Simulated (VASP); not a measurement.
# BN (P1) in VASP: single point with PBEsol

Aim: the single point of BN with PBEsol.

Everything below comes from runs of VASP 6.6.1. Logs are shortened: lines on timing, memory, paths and dates and some standing lists are left out, and cuts for length are marked.

## 1. The cell of the first run

The typed cell holds 2 atoms: a = 2.508 Å, b = 2.508 Å, c = 3.274 Å, α = 101.11°, β = 101.11°, γ = 119.81°.

## 2. Single point, PBEsol

File INCAR:

```
SYSTEM = BN
ALGO = Normal
EDIFF = 1E-6
ENCUT = 520
GGA = PS
ISIF = 2
ISMEAR = 0
LASPH = .TRUE.
LCHARG = .FALSE.
LREAL = .FALSE.
LWAVE = .FALSE.
NBANDS = 11
NELM = 60
PREC = Accurate
SIGMA = 0.01
```

File KPOINTS:

```
k-points
0
G
  6 6 4
  0 0 0
```

File POSCAR:

```
BN
1.0
    2.5080410000      0.0000000000      0.0000000000
   -1.2467110000      2.1762310000      0.0000000000
   -0.6306650000     -1.0881160000      3.0225400000
B N
1 1
Direct
    0.9796430000      0.9834990000      0.0018060000
    0.6685060000      0.3323850000      0.9849990000
```

Potentials or basis: VASP PAW PBE potentials, release 64 (B, N).

The run is started by

```console
> cat potpaw_PBE.64/B/POTCAR potpaw_PBE.64/N/POTCAR > POTCAR
> mpirun -np 1 vasp_std > vasp.out
```

OUTCAR:

```text
SYSTEM = BN
   EDIFF = 1E-6
   ENCUT = 520
   GGA = PS
   ISIF = 2
   ISMEAR = 0
   LASPH = .TRUE.
   LREAL = .FALSE.
   NELM = 60
   PREC = Accurate

 ion  position               nearest neighbor table
   1  0.980  0.983  0.002-   2 1.40   2 1.43   2 1.52
   2  0.669  0.332  0.985-   1 1.40   1 1.43   1 1.52

  LATTYP: Found a face centered orthorhombic cell.
 ALAT       =     2.5153398844
 B/A-ratio  =     1.7253462546
 C/A-ratio  =     2.4032855509

  Lattice vectors:

 A1 = (  -1.8773760000,   1.0881150000,   3.0225400000)
 A2 = (   0.6306650000,   1.0881150000,   3.0225400000)
 A3 = (  -1.2467110000,   2.1762310000,   0.0000000000)

Analysis of symmetry for initial positions (statically):
=====================================================================
 Subroutine PRICEL returns:
 Original cell was already a primitive cell.

 Routine SETGRP: Setting up the symmetry group for a
 face centered orthorhombic supercell.

 Subroutine GETGRP returns: Found  1 space group operations
 (whereof  1 operations were pure point group operations)
 out of a pool of  8 trial point group operations.

The static configuration has the point symmetry C_1 .

Analysis of symmetry for dynamics (positions and initial velocities):
=====================================================================
 Subroutine PRICEL returns:
 Original cell was already a primitive cell.

 Routine SETGRP: Setting up the symmetry group for a
 face centered orthorhombic supercell.

 Subroutine GETGRP returns: Found  1 space group operations
 (whereof  1 operations were pure point group operations)
 out of a pool of  8 trial point group operations.

The dynamic configuration has the point symmetry C_1 .

 Subroutine INISYM returns: Found  1 space group operations
 (whereof  1 operations are pure point group operations),
 and found     1 'primitive' translations

----------------------------------------------------------------------------------------

                                     Primitive cell

  volume of cell :      16.4973

  direct lattice vectors                    reciprocal lattice vectors
     2.508041000  0.000000000  0.000000000     0.398717565  0.228415813  0.165423820
    -1.246711000  2.176231000  0.000000000     0.000000000  0.459510043  0.165423859
    -0.630665000 -1.088116000  3.022540000     0.000000000  0.000000000  0.330847565

  length of vectors
     2.508041000  2.508041005  3.273756684     0.488379484  0.488379496  0.330847565

  position of ions in fractional coordinates (direct lattice)
     0.979643000  0.983499000  0.001806000
     0.668506000  0.332385000  0.984999000

  ion indices of the primitive-cell ions
   primitive index   ion index
                 1           1
                 2           2

----------------------------------------------------------------------------------------

 KPOINTS: k-points

Automatic generation of k-mesh.
 Grid dimensions read from file:
 generate k-points for:    6    6    4

 Generating k-lattice:

  Cartesian coordinates                     Fractional coordinates (reciprocal lattice)
     0.066452927  0.038069302  0.027570637     0.166666667  0.000000000  0.000000000
     0.000000000  0.076585007  0.027570643     0.000000000  0.166666667 -0.000000000
     0.000000000  0.000000000  0.082711891     0.000000000  0.000000000  0.250000000

  Length of vectors
     0.081396581  0.081396583  0.082711891

  Shift w.r.t. Gamma in fractional coordinates (k-lattice)
     0.000000000  0.000000000  0.000000000

 -----------------------------------------------------------------------------
|                                                                             |
|           W    W    AA    RRRRR   N    N  II  N    N   GGGG   !!!           |
|           W    W   A  A   R    R  NN   N  II  NN   N  G    G  !!!           |
|           W    W  A    A  R    R  N N  N  II  N N  N  G       !!!           |
|           W WW W  AAAAAA  RRRRR   N  N N  II  N  N N  G  GGG   !            |
|           WW  WW  A    A  R   R   N   NN  II  N   NN  G    G                |
|           W    W  A    A  R    R  N    N  II  N    N   GGGG   !!!           |
|                                                                             |
|     Your reciprocal lattice and k-lattice belong to different lattice       |
|     classes:                                                                |
|                                                                             |
|        The reciprocal lattice is body-centered orthorhombic,                |
|        whereas your k-lattice is base-centered monoclinic.                  |
|                                                                             |
|     Results are often still useful ...                                      |
|                                                                             |
 -----------------------------------------------------------------------------

 WARNING: IBZKPT: internal override: KBLOWUP is changed to .FALSE.
      ... skipping the blow-up phase ...

 Subroutine IBZKPT returns following result:
 ===========================================

 Found     76 irreducible k-points:

 Following reciprocal coordinates:
            Coordinates               Weight
  0.000000  0.000000  0.000000      1.000000
  0.166667 -0.000000  0.000000      2.000000
  0.333333 -0.000000  0.000000      2.000000
  0.500000 -0.000000  0.000000      1.000000
  0.000000  0.166667  0.000000      2.000000
  0.166667  0.166667  0.000000      2.000000
[... 16 lines left out ...]
  0.333333 -0.000000  0.250000      2.000000
  0.500000 -0.000000  0.250000      2.000000
 [... further k-points ...]
   k-points           NKPTS =     76   k-points in BZ     NKDIM =     76   number of bands    NBANDS=     11
   number of dos      NEDOS =    301   number of ions     NIONS =      2
   total plane-waves  NPLWV =   9600
   dimension x,y,z NGX =    20 NGY =   20 NGZ =   24
   dimension x,y,z NGXF=    40 NGYF=   40 NGZF=   48
   ions per type =               1   1
   NGX,Y,Z   is equivalent  to a cutoff of  13.26, 13.26, 12.19 a.u.
   NGXF,Y,Z  is equivalent  to a cutoff of  26.51, 26.51, 24.38 a.u.
 SYSTEM =  BN
   PREC   = accura    normal or accurate (medium, high low for compatibility)
   ISTART =      0    job   : 0-new  1-cont  2-samecut
   ICHARG =      2    charge: 1-file 2-atom 10-const
   ISPIN  =      1    spin polarized calculation?
   LNONCOLLINEAR =      F non collinear calculations
   LSORBIT =      F    spin-orbit coupling
   LASPH  =      T    aspherical Exc in radial PAW
   ENCUT  =  520.0 eV  38.22 Ry    6.18 a.u.   4.66  4.66  6.09*2*pi/ulx,y,z
   NELM   =     60;   NELMIN=  2; NELMDL= -5     # of ELM steps
   EDIFF  = 0.1E-05   stopping-criterion for ELM
   LREAL  =      F    real-space projection
   EDIFFG = 0.1E-04   stopping-criterion for IOM
   NSW    =      0    number of steps for IOM
   IBRION =     -1    ionic relax: 0-MD 1-quasi-New 2-CG
   NFREE  =      0    steps in history (QN), initial steepest desc. (CG)
   ISIF   =      2    stress and relaxation
   ISYM   =      2    0-nonsym 1-usesym 2-fastsym
   POTIM  = 0.5000    time-step for ionic-motion
   TEBEG  =    0.0;   TEEND  =   0.0 temperature during run
   PSTRESS=    0.0 pullay stress
   NELECT =       8.0000    total number of electrons
   NUPDOWN=      -1.0000    fix difference up-down
   EMIN   =  10.00;   EMAX   =-10.00  energy-range for DOS
   EFERMI =   0.00;   METHOD = LEGACY
   ISMEAR =     0;   SIGMA  =   0.01  broadening in eV -4-tet -1-fermi 0-gaus
   EFERMI_NEDOS =   21; number of points for ismear=-14 and -15
   IALGO  =     38    algorithm
   IMIX   =      4    mixing-type and parameters
     AMIX     =   0.40;   BMIX     =  1.00
     AMIX_MAG =   1.60;   BMIX_MAG =  1.00
  volume/ion in A,a.u.               =       8.25        55.66
  Fermi-wavevector in a.u.,A,eV,Ry     =   1.286178  2.430523 22.507475  1.654253
  Thomas-Fermi vector in A             =   2.418268
   LORBIT       =      0    0 simple, 1 ext, 2 COOP (PROOUT), +10 PAW based schemes
   GGA     = PS    functional components
   LHFCALC =     F    Hartree Fock is set to
   AEXX    =    0.0000 exact exchange contribution
   IVDW    =     0    specifies the selected vdW correction
   LEPSILON=     F    determine dielectric tensor
   LRPA    =     F    only Hartree local field effects (RPA)
 non-spin polarized calculation
 Gauss-broadening in eV      SIGMA  =   0.01
  energy-cutoff  :      520.00
  volume of cell :       16.50
 maximum number of plane-waves:       460
 NGX is ok and might be reduce to    20
   NGX =  9   NGY =  9   NGZ = 13

 number of electron       8.0000000 magnetization

 Free energy of the ion-electron system (eV)
  ---------------------------------------------------
  ext. energy  EPLUGINS =         0.00000000
  ---------------------------------------------------
  free energy    TOTEN  =       -18.13673182 eV

  energy without entropy =      -18.13673182  energy(sigma->0) =      -18.13673182

 E-fermi :   3.3403     XC(G=0): -10.9169

 val. band max:        3.1866005973   @ k =   0.5000   0.5000   0.0000
 cond. band min:       6.0423392657   @ k =   0.5000   0.5000   0.5000
 fundamental gap:      2.8557386684
 Fermi energy:         3.3402919526

 k-point     1 :       0.0000    0.0000    0.0000
  band No.  band energies     occupation
      1     -14.9135      2.00000
      2      -0.4761      2.00000
      3       0.8869      2.00000
      4       2.5033      2.00000
      5       8.6149      0.00000
      6      13.4820      0.00000
      7      15.5692      0.00000
      8      16.2005      0.00000
      9      18.1599      0.00000
     10      28.3959      0.00000
     11      30.3686      0.00000

 k-point     2 :       0.1667   -0.0000    0.0000
  band No.  band energies     occupation
      1     -14.3267      2.00000
      2      -0.2071      2.00000
      3       0.0464      2.00000
      4       0.4081      2.00000
      5       9.9001      0.00000
      6      13.7046      0.00000
      7      14.4914      0.00000
      8      17.6043      0.00000
      9      19.4357      0.00000
     10      25.1761      0.00000
     11      29.1521      0.00000
[... 295 lines left out ...]
 k-point    24 :       0.5000   -0.0000    0.2500
  band No.  band energies     occupation
      1     -11.4579      2.00000
      2      -5.7533      2.00000
      3      -1.5169      2.00000
      4       1.5690      2.00000
      5       8.5763      0.00000
      6      12.4373      0.00000
      7      16.5465      0.00000
      8      19.7383      0.00000
      9      24.3964      0.00000
     10      25.0770      0.00000
     11      26.6611      0.00000

 [... further k-points ...]

------------------------ aborting loop because EDIFF is reached ----------------------------------------

  FORCE on cell =-STRESS in cart. coord.  units (eV):
  Direction    XX          YY          ZZ          XY          YZ          ZX
  --------------------------------------------------------------------------------------
  -------------------------------------------------------------------------------------
  Total       -0.6097751      0.6746083      0.5185859     -0.5368265      0.1196977      0.0557075
  in kB      -59.2200203     65.5164799     50.3639307    -52.1354165     11.6247786      5.4101890
  external PRESSURE =      18.8867968 kB  Pullay stress =       0.0000000 kB

 VOLUME and BASIS-vectors are now :
 -----------------------------------------------------------------------------
  energy-cutoff  :      520.00
  volume of cell :       16.50
      direct lattice vectors                 reciprocal lattice vectors
     2.508041000  0.000000000  0.000000000     0.398717565  0.228415813  0.165423820
    -1.246711000  2.176231000  0.000000000     0.000000000  0.459510043  0.165423859
    -0.630665000 -1.088116000  3.022540000     0.000000000  0.000000000  0.330847565

 POSITION                                       TOTAL-FORCE (eV/Angst)
 -----------------------------------------------------------------------------------
      1.22971      2.13836      0.00546         1.666520      2.093580     -0.584182
      0.64105     -0.34845      2.97720        -1.666520     -2.093580      0.584182
 -----------------------------------------------------------------------------------
    total drift:                               -0.000229     -0.000065     -0.000204

  FREE ENERGIE OF THE ION-ELECTRON SYSTEM (eV)
  ---------------------------------------------------
  free  energy   TOTEN  =       -18.1367318184 eV

  energy  without entropy=      -18.1367318184  energy(sigma->0) =      -18.13673182
```

Wall time 16 s (1 thread of AMD EPYC 7R43 (Zen 3), shared host); peak memory 0.09 GiB.

Results:

* Free energy: -18.1367 eV
* Pressure: 1.9 GPa
* Largest force: 2.739 eV/Å
* Band gap on the k mesh: 2.86 eV, indirect (least direct gap 4.44 eV)

Forces on the atoms (eV/Å):
```
B    1.667  2.094 -0.584
N   -1.667 -2.094  0.584
```

Stress tensor (GPa, compression positive):
```
-5.92 -5.21  0.54
-5.21  6.55  1.16
 0.54  1.16  5.04
```

Levels at points of the mesh, in eV from the valence-band top:
```csv
k point,band 1,band 2,band 3,band 4,band 5,band 6,band 7,band 8
"(0.00, 0.00, 0.00)",-18.10,-3.66,-2.30,-0.68,5.43,10.30,12.38,13.01
"(0.50, 0.00, 0.00)",-14.64,-8.97,-4.70,-1.47,4.94,9.53,13.60,17.16
"(0.00, 0.50, 0.00)",-14.81,-9.21,-3.96,-0.95,3.83,9.66,13.87,17.23
"(0.50, 0.50, 0.00)",-14.90,-9.40,-4.11,0.00,6.31,9.08,12.38,14.58
"(0.00, 0.00, 0.50)",-17.51,-6.98,-2.32,-0.73,10.00,10.77,12.36,12.55
"(0.50, 0.00, 0.50)",-14.64,-8.98,-4.70,-1.36,4.61,9.57,13.84,17.38
"(0.00, 0.50, 0.50)",-14.81,-9.20,-3.96,-1.05,4.05,9.59,13.75,17.07
"(0.50, 0.50, 0.50)",-14.56,-8.85,-4.26,-2.11,2.86,9.19,15.42,19.67
```

Caveat: the k points lie up to 0.52 Å⁻¹ apart; the PAW data sets were made with another functional, which shifts forces and pressure a little. A k mesh can miss the band edges.
